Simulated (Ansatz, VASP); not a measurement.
One calculation of Lu, two programs

The input INCAR:

```
SYSTEM = Lu
PREC = Accurate
ENCUT = 520
EDIFF = 1E-6
ISMEAR = -1
SIGMA = 0.03
LREAL = .FALSE.
LASPH = .TRUE.
NELM = 80
ALGO = Normal
ISIF = 2
LWAVE = .FALSE.
LCHARG = .TRUE.
GGA = PE
LELF = .TRUE.
LVHAR = .TRUE.
NBANDS = 32
```

Contents of KPOINTS:

```
Automatic mesh
0
G
  10 10 6
  0 0 0
```

POSCAR

```
Lu
1.0
    3.5070808964      0.0000000000      0.0000000000
   -1.7535404482      3.0372211494      0.0000000000
    0.0000000000      0.0000000000      5.4772888711
Lu
2
Direct
    0.3333333333      0.6666666667      0.2500000000
    0.6666666667      0.3333333333      0.7500000000
```

Input for Ansatz:

```yaml
crystal:
  lattice:
    - [3.5070808964, 0.0, 0.0]
    - [-1.7535404482, 3.0372211494, 0.0]
    - [0.0, 0.0, 5.4772888711]
  atoms:
    - { symbol: Lu, position: [0.3333333333, 0.6666666667, 0.25] }
    - { symbol: Lu, position: [0.6666666667, 0.3333333333, 0.75] }
hamiltonian:
  xc: pbe
  pseudopotentials:
    kind: paw
    azcp:
      Lu: "pseudopotentials/Lu.paw.azcp"
basis:
  ecutwfc: 420
  fft_grid_basis: typed
kpoints:
  mp_grid: { grid: [10, 10, 6], shift: [0, 0, 0] }
magnetization:
  spin_polarized: false
scf:
  occupations: { method: fermi_dirac, width: 0.03 }
  lower_state_search: "off"
output:
  stress: true
```

Alike in both runs: task single point; functional PBE; k mesh 10 × 10 × 6; occupations fermi-dirac, width 0.03 eV; no spin polarisation.

|  | VASP | Ansatz |
| --- | --- | --- |
| version | VASP 6.6.1 | Ansatz 0.2.0 |
| potentials or method | VASP PAW PBE potentials, release 64 (Lu), cutoff 520 eV | plane waves (420 eV) with PAW, scalar-relativistic |
| valence electrons in the cell | 50 | 50 |

|  | VASP | Ansatz | Ansatz less VASP |
| --- | --- | --- | --- |
| pressure (GPa) | 0.1 | -0.3 | -0.35 |
| traceless stress, the component that is largest in VASP (GPa) | -0.37 | -0.37 | -0.003 |

The functional is the same, so the differences come from potentials, cutoffs and numerics.

Neither program's run includes spin-orbit coupling.
